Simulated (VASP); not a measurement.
# Ti (P6/mmm) in VASP: a series of runs

Ti is run at these levels: PBE; tasks: single point.

Everything below comes from runs of VASP 6.6.1. Logs are shortened: lines on timing, memory, paths and dates and some standing lists are left out, and cuts for length are marked.

**1. The cell of the first run**

It takes space group P6/mmm (No. 191, hexagonal). Conventional cell: a = 2.429 Å, b = 2.429 Å, c = 2.371 Å, α = 90.00°, β = 90.00°, γ = 120.00°. Ti (site symmetry 6/mmm) has 8 Ti at 2.37 to 2.43 Å within 3.1 Å.

This isn't the form of Ti at room conditions, which is hcp.

**2. Single point, PBE**

INCAR

```
SYSTEM = Ti
  PREC = Accurate
  ENCUT = 520
  EDIFF = 1E-7
  ISMEAR = -1
  SIGMA = 0.1
  LREAL = .FALSE.
  LASPH = .TRUE.
  NELM = 80
  ALGO = Normal
  ISIF = 2
  LWAVE = .FALSE.
  LCHARG = .FALSE.
  GGA = PE
  NBANDS = 12
```

KPOINTS

```
Automatic mesh
0
G
  18 18 16
  0 0 0
```

POSCAR

```
Ti
1.0
    2.4286146611      0.0000000000      0.0000000000
   -1.2143073306      2.1032419925      0.0000000000
    0.0000000000      0.0000000000      2.3712706481
Ti
1
Direct
    0.0000000000      0.0000000000      0.0000000000
```

Potentials or basis: VASP PAW PBE potentials, release 64 (Ti_sv).

The run is started by

```sh
$ cat potpaw_PBE.64/Ti_sv/POTCAR > POTCAR
$ mpirun -np 1 vasp_std > vasp.out
```

OUTCAR:

```text
SYSTEM = Ti
   PREC = Accurate
   ENCUT = 520
   EDIFF = 1E-7
   ISMEAR = -1
   LREAL = .FALSE.
   LASPH = .TRUE.
   NELM = 80
   ISIF = 2
   GGA = PE

 ion  position               nearest neighbor table
   1  0.000  0.000  0.000-

  LATTYP: Found a hexagonal cell.
 ALAT       =     2.4286146611
 C/A-ratio  =     0.9763881797

  Lattice vectors:

 A1 = (   2.4286146611,   0.0000000000,   0.0000000000)
 A2 = (  -1.2143073306,   2.1032419925,   0.0000000000)
 A3 = (   0.0000000000,   0.0000000000,   2.3712706481)

Analysis of symmetry for initial positions (statically):
=====================================================================
 Subroutine PRICEL returns:
 Original cell was already a primitive cell.

 Routine SETGRP: Setting up the symmetry group for a
 hexagonal supercell.

 Subroutine GETGRP returns: Found 24 space group operations
 (whereof 24 operations were pure point group operations)
 out of a pool of 24 trial point group operations.

The static configuration has the point symmetry D_6h.

Analysis of symmetry for dynamics (positions and initial velocities):
=====================================================================
 Subroutine PRICEL returns:
 Original cell was already a primitive cell.

 Routine SETGRP: Setting up the symmetry group for a
 hexagonal supercell.

 Subroutine GETGRP returns: Found 24 space group operations
 (whereof 24 operations were pure point group operations)
 out of a pool of 24 trial point group operations.

The dynamic configuration has the point symmetry D_6h.

 Subroutine INISYM returns: Found 24 space group operations
 (whereof 24 operations are pure point group operations),
 and found     1 'primitive' translations

----------------------------------------------------------------------------------------

                                     Primitive cell

  volume of cell :      12.1124

  direct lattice vectors                    reciprocal lattice vectors
     2.428614661  0.000000000  0.000000000     0.411757376  0.237728232  0.000000000
    -1.214307331  2.103241993  0.000000000     0.000000000  0.475456464  0.000000000
     0.000000000  0.000000000  2.371270648     0.000000000  0.000000000  0.421714831

  length of vectors
     2.428614661  2.428614661  2.371270648     0.475456464  0.475456464  0.421714831

  position of ions in fractional coordinates (direct lattice)
     0.000000000  0.000000000  0.000000000

  ion indices of the primitive-cell ions
   primitive index   ion index
                 1           1

----------------------------------------------------------------------------------------

 KPOINTS: Automatic mesh

Automatic generation of k-mesh.
 Grid dimensions read from file:
 generate k-points for:   18   18   16

 Generating k-lattice:

  Cartesian coordinates                     Fractional coordinates (reciprocal lattice)
     0.022875410  0.013207124  0.000000000     0.055555556  0.000000000  0.000000000
     0.000000000  0.026414248  0.000000000     0.000000000  0.055555556  0.000000000
     0.000000000  0.000000000  0.026357177     0.000000000  0.000000000  0.062500000

  Length of vectors
     0.026414248  0.026414248  0.026357177

  Shift w.r.t. Gamma in fractional coordinates (k-lattice)
     0.000000000  0.000000000  0.000000000

 Subroutine IBZKPT returns following result:
 ===========================================

 Found    333 irreducible k-points:

 Following reciprocal coordinates:
            Coordinates               Weight
  0.000000  0.000000  0.000000      1.000000
  0.055556  0.000000  0.000000      6.000000
  0.111111  0.000000  0.000000      6.000000
  0.166667  0.000000  0.000000      6.000000
  0.222222  0.000000  0.000000      6.000000
  0.277778  0.000000  0.000000      6.000000
[... 16 lines left out ...]
  0.333333  0.111111  0.000000     12.000000
  0.388889  0.111111  0.000000     12.000000
 [... further k-points ...]
   k-points           NKPTS =    333   k-points in BZ     NKDIM =    333   number of bands    NBANDS=     12
   number of dos      NEDOS =    301   number of ions     NIONS =      1
   total plane-waves  NPLWV =   5832
   dimension x,y,z NGX =    18 NGY =   18 NGZ =   18
   dimension x,y,z NGXF=    36 NGYF=   36 NGZF=   36
   ions per type =               1
   NGX,Y,Z   is equivalent  to a cutoff of  12.32, 12.32, 12.62 a.u.
   NGXF,Y,Z  is equivalent  to a cutoff of  24.64, 24.64, 25.24 a.u.
 SYSTEM =  Ti
   PREC   = accura    normal or accurate (medium, high low for compatibility)
   ISTART =      0    job   : 0-new  1-cont  2-samecut
   ICHARG =      2    charge: 1-file 2-atom 10-const
   ISPIN  =      1    spin polarized calculation?
   LNONCOLLINEAR =      F non collinear calculations
   LSORBIT =      F    spin-orbit coupling
   LASPH  =      T    aspherical Exc in radial PAW
   ENCUT  =  520.0 eV  38.22 Ry    6.18 a.u.   4.52  4.52  4.41*2*pi/ulx,y,z
   NELM   =     80;   NELMIN=  2; NELMDL= -5     # of ELM steps
   EDIFF  = 0.1E-06   stopping-criterion for ELM
   LREAL  =      F    real-space projection
   EDIFFG = 0.1E-05   stopping-criterion for IOM
   NSW    =      0    number of steps for IOM
   IBRION =     -1    ionic relax: 0-MD 1-quasi-New 2-CG
   NFREE  =      0    steps in history (QN), initial steepest desc. (CG)
   ISIF   =      2    stress and relaxation
   ISYM   =      2    0-nonsym 1-usesym 2-fastsym
   POTIM  = 0.5000    time-step for ionic-motion
   TEBEG  =    0.0;   TEEND  =   0.0 temperature during run
   PSTRESS=    0.0 pullay stress
   NELECT =      12.0000    total number of electrons
   NUPDOWN=      -1.0000    fix difference up-down
   EMIN   =  10.00;   EMAX   =-10.00  energy-range for DOS
   EFERMI =   0.00;   METHOD = LEGACY
   ISMEAR =    -1;   SIGMA  =   0.10  broadening in eV -4-tet -1-fermi 0-gaus
   EFERMI_NEDOS =   21; number of points for ismear=-14 and -15
   IALGO  =     38    algorithm
   IMIX   =      4    mixing-type and parameters
     AMIX     =   0.40;   BMIX     =  1.00
     AMIX_MAG =   1.60;   BMIX_MAG =  1.00
  volume/ion in A,a.u.               =      12.11        81.74
  Fermi-wavevector in a.u.,A,eV,Ry     =   1.632020  3.084071 36.238990  2.663491
  Thomas-Fermi vector in A             =   2.724060
   LORBIT       =      0    0 simple, 1 ext, 2 COOP (PROOUT), +10 PAW based schemes
   GGA     = PE    functional components
   LHFCALC =     F    Hartree Fock is set to
   AEXX    =    0.0000 exact exchange contribution
   IVDW    =     0    specifies the selected vdW correction
   LEPSILON=     F    determine dielectric tensor
   LRPA    =     F    only Hartree local field effects (RPA)
 non-spin polarized calculation
  energy-cutoff  :      520.00
  volume of cell :       12.11
 maximum number of plane-waves:       341
   NGX =  9   NGY =  9   NGZ =  9

 number of electron      11.9999990 magnetization

 Free energy of the ion-electron system (eV)
  ---------------------------------------------------
  ext. energy  EPLUGINS =         0.00000000
  ---------------------------------------------------
  free energy    TOTEN  =        -6.60571461 eV

  energy without entropy =       -6.57799268  energy(sigma->0) =       -6.59185365

 E-fermi :  12.3775     XC(G=0): -13.2629

 val. band max:       12.3759214492   @ k =   0.0556   0.0556   0.3750
 cond. band min:      12.3902241868   @ k =   0.1111   0.1111   0.0625
 fundamental gap:      0.0143027376
 Fermi energy:        12.3775388449

 k-point     1 :       0.0000    0.0000    0.0000
  band No.  band energies     occupation
      1     -43.9946      2.00000
      2     -19.0380      2.00000
      3     -18.7536      2.00000
      4     -18.7536      2.00000
      5       6.1291      2.00000
      6      10.1237      2.00000
      7      13.6715      0.00000
      8      13.6715      0.00000
      9      18.2854      0.00000
     10      18.2854      0.00000
     11      30.6876      0.00000
     12      31.8492      0.00000

 k-point     2 :       0.0556    0.0000    0.0000
  band No.  band energies     occupation
      1     -43.9775      2.00000
      2     -19.0288      2.00000
      3     -18.8352      2.00000
      4     -18.7706      2.00000
      5       6.2734      2.00000
      6      10.1965      2.00000
      7      13.5273      0.00002
      8      13.7921      0.00000
      9      18.1477      0.00000
     10      18.2643      0.00000
     11      30.8859      0.00000
     12      32.0956      0.00000

 k-point     3 :       0.1111    0.0000    0.0000
  band No.  band energies     occupation
      1     -43.9280      2.00000
      2     -19.0671      2.00000
      3     -19.0024      2.00000
      4     -18.8193      2.00000
      5       6.6856      2.00000
      6      10.4029      2.00000
      7      13.1538      0.00085
      8      14.1471      0.00000
      9      17.7711      0.00000
     10      18.2038      0.00000
     11      31.3203      0.00000
     12      32.7934      0.00000

 k-point     4 :       0.1667    0.0000    0.0000
  band No.  band energies     occupation
      1     -43.8513      2.00000
      2     -19.4145      2.00000
      3     -18.9617      2.00000
      4     -18.8931      2.00000
      5       7.3034      2.00000
      6      10.6858      2.00000
      7      12.7196      0.06334
      8      14.7148      0.00000
      9      17.2419      0.00000
     10      18.1122      0.00000
     11      31.4277      0.00000
     12      33.8414      0.00000

 k-point     5 :       0.2222    0.0000    0.0000
  band No.  band energies     occupation
      1     -43.7556      2.00000
      2     -19.8288      2.00000
      3     -18.9825      2.00000
      4     -18.9115      2.00000
      5       8.0223      2.00000
      6      10.8690      2.00000
      7      12.5297      0.35844
      8      15.4583      0.00000
      9      16.6541      0.00000
     10      18.0016      0.00000
     11      30.5525      0.00000
     12      35.1149      0.00000
[... 228 lines left out ...]
      1     -43.6198      2.00000
      2     -20.2962      2.00000
      3     -19.2074      2.00000
      4     -18.8411      2.00000
      5       9.0983      2.00000
      6      11.0736      2.00000
      7      12.2553      1.54496
      8      16.0370      0.00000
      9      16.8799      0.00000
     10      17.6999      0.00000
     11      29.0894      0.00000
     12      31.6875      0.00000

 k-point    22 :       0.2778    0.1111    0.0000
  band No.  band energies     occupation
      1     -43.5259      2.00000
      2     -20.6348      2.00000
      3     -19.3235      2.00000
      4     -18.7931      2.00000
      5       9.5286      2.00000
      6      11.0232      2.00000
      7      12.8675      0.01478
      8      15.6179      0.00000
      9      17.5481      0.00000
     10      17.8268      0.00000
     11      27.5391      0.00000
     12      30.7795      0.00000

 k-point    23 :       0.3333    0.1111    0.0000
  band No.  band energies     occupation
      1     -43.4482      2.00000
      2     -20.9064      2.00000
      3     -19.4169      2.00000
      4     -18.7537      2.00000
      5       9.5283      2.00000
      6      11.3403      1.99994
      7      13.5246      0.00002
      8      15.2950      0.00000
      9      17.4258      0.00000
     10      18.6789      0.00000
     11      26.2038      0.00000
     12      29.9720      0.00000

 k-point    24 :       0.3889    0.1111    0.0000
  band No.  band energies     occupation
      1     -43.3968      2.00000
      2     -21.0818      2.00000
      3     -19.4773      2.00000
      4     -18.7279      2.00000
      5       9.4062      2.00000
      6      11.6833      1.99807
      7      14.0434      0.00000
      8      15.0922      0.00000
      9      17.3466      0.00000
     10      19.2939      0.00000
     11      25.2812      0.00000
     12      29.3794      0.00000

 [... further k-points ...]

------------------------ aborting loop because EDIFF is reached ----------------------------------------

  FORCE on cell =-STRESS in cart. coord.  units (eV):
  Direction    XX          YY          ZZ          XY          YZ          ZX
  --------------------------------------------------------------------------------------
  -------------------------------------------------------------------------------------
  Total        5.0993968      5.0993968      5.1042995     -0.0000000     -0.0000000      0.0000000
  in kB      674.5286650    674.5286650    675.1771664     -0.0000000     -0.0000000      0.0000000
  external PRESSURE =     674.7448321 kB  Pullay stress =       0.0000000 kB

 VOLUME and BASIS-vectors are now :
 -----------------------------------------------------------------------------
  energy-cutoff  :      520.00
  volume of cell :       12.11
      direct lattice vectors                 reciprocal lattice vectors
     2.428614661  0.000000000  0.000000000     0.411757376  0.237728232  0.000000000
    -1.214307331  2.103241993  0.000000000     0.000000000  0.475456464  0.000000000
     0.000000000  0.000000000  2.371270648     0.000000000  0.000000000  0.421714831

 POSITION                                       TOTAL-FORCE (eV/Angst)
 -----------------------------------------------------------------------------------
      0.00000      0.00000      0.00000        -0.000000      0.000000      0.000000
 -----------------------------------------------------------------------------------
    total drift:                                0.000000      0.000000      0.000000

  FREE ENERGIE OF THE ION-ELECTRON SYSTEM (eV)
  ---------------------------------------------------
  free  energy   TOTEN  =        -6.6057146130 eV

  energy  without entropy=       -6.5779926839  energy(sigma->0) =       -6.59185365
```

Wall time 58 s (1 thread of Intel Xeon 8259CL, shared host); peak memory 0.16 GiB.

What came out:

```yaml
Free_energy: -6.6057 eV
Pressure: 67.5 GPa
Band_gap_on_the_k_mesh: zero (bands 6 and 7 overlap by 1.26 eV)
```

Caveat: the cell stands under pressure.

**3. Single point, PBE**

INCAR

```
ALGO = Normal
EDIFF = 1E-6
ENCUT = 520
GGA = PE
ISIF = 2
ISMEAR = -1
LASPH = True
LCHARG = False
LREAL = False
LWAVE = False
NBANDS = 12
NELM = 100
PREC = Accurate
SIGMA = 0.1
```

KPOINTS

```
k-points
0
Gamma
  18 18 16
```

POSCAR is that of step 2.

Potentials or basis: VASP PAW PBE potentials, release 64 (Ti_sv).

The run is started by

```sh
$ cat potpaw_PBE.64/Ti_sv/POTCAR > POTCAR
$ mpirun -np 1 vasp_std > vasp.out
```

Wall time 51 s (1 thread of Intel Xeon 8259CL, shared host); peak memory 0.16 GiB.

Results (log left out):

```yaml
Free_energy: -6.6057 eV
Pressure: 67.5 GPa
Band_gap_on_the_k_mesh: zero (bands 6 and 7 overlap by 1.26 eV)
```

Levels at points of the mesh, in eV from the Fermi level:
```tsv
k point	band 3	band 4	band 5	band 6	band 7	band 8	band 9	band 10
(0.00, 0.00, 0.00)	-31.13	-31.13	-6.25	-2.25	1.29	1.29	5.91	5.91
(0.50, 0.00, 0.00)	-31.67	-31.11	-3.56	-0.64	2.47	2.52	5.24	6.49
(0.00, 0.00, 0.50)	-30.95	-30.95	-1.99	0.40	2.02	2.02	3.44	3.44
(0.50, 0.00, 0.50)	-32.98	-31.46	-4.32	-1.81	2.03	6.71	7.29	8.54
```

Caveat: the cell stands under pressure.
